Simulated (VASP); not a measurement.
ZrTa3N4:

```
Zr Ta N
1.0
     4.90732    0.00000    0.00000
     0.00000    4.90732    0.00000
     0.00000    0.00000    4.90732
Zr Ta N
1 3 4
Direct
  0.00000 0.00000 0.00000
  0.00000 0.50000 0.50000
  0.50000 0.00000 0.50000
  0.50000 0.50000 0.00000
  0.50000 0.00000 0.00000
  0.00000 0.50000 0.00000
  0.00000 0.00000 0.50000
  0.50000 0.50000 0.50000
```

| Property | Result |
| --- | --- |
| Program | VASP 6.6.1 |
| Task | relaxation of cell and atoms |
| Functional | PBE |
| Potentials or basis | VASP PAW PBE potentials, release 64 (Zr_sv, Ta_pv, N) |
| Cutoff | 600 eV |
| k mesh | 3 × 3 × 3 |
| Occupations | gaussian, width 0.15 eV |
| Spin | no spin polarisation |

At the start: pressure -45.4 GPa; volume 14.77 Å³/atom.

Where does the relaxation end?

Over 5 steps the energy falls by 675.3 meV/atom and the volume is 11.13 Å³/atom (-24.6 %); space group Pm-3m (No. 221, to 0.05 Å).

Step by step:
```csv
step,energy change (eV),largest force (eV/Å),pressure (GPa),volume (Å³)
1,0.0000,0.0000,-45.43,118.18
2,12.8016,0.0000,285.00,60.04
3,-5.3209,0.0000,-8.95,91.90
4,-5.3879,0.0000,-3.87,90.24
5,-5.4022,0.0000,0.09,89.05
```

Final structure:
```cif
data_structure
_symmetry_space_group_name_H-M 'P 1'
_symmetry_Int_Tables_number 1
_cell_length_a 4.4656
_cell_length_b 4.4656
_cell_length_c 4.4656
_cell_angle_alpha 90.000
_cell_angle_beta 90.000
_cell_angle_gamma 90.000
_cell_volume 89.05
loop_
_atom_site_label
_atom_site_type_symbol
_atom_site_fract_x
_atom_site_fract_y
_atom_site_fract_z
_atom_site_occupancy
Zr1 Zr 0.00000 0.00000 0.00000 1
Ta1 Ta 0.00000 0.50000 0.50000 1
Ta2 Ta 0.50000 0.00000 0.50000 1
Ta3 Ta 0.50000 0.50000 0.00000 1
N1 N 0.50000 0.00000 0.00000 1
N2 N 0.00000 0.50000 0.00000 1
N3 N 0.00000 0.00000 0.50000 1
N4 N 0.50000 0.50000 0.50000 1
```

Caveat: the k points lie up to 0.47 Å⁻¹ apart in the final cell; the volume moved by over 15 % at a fixed basis, so the end points are rough.
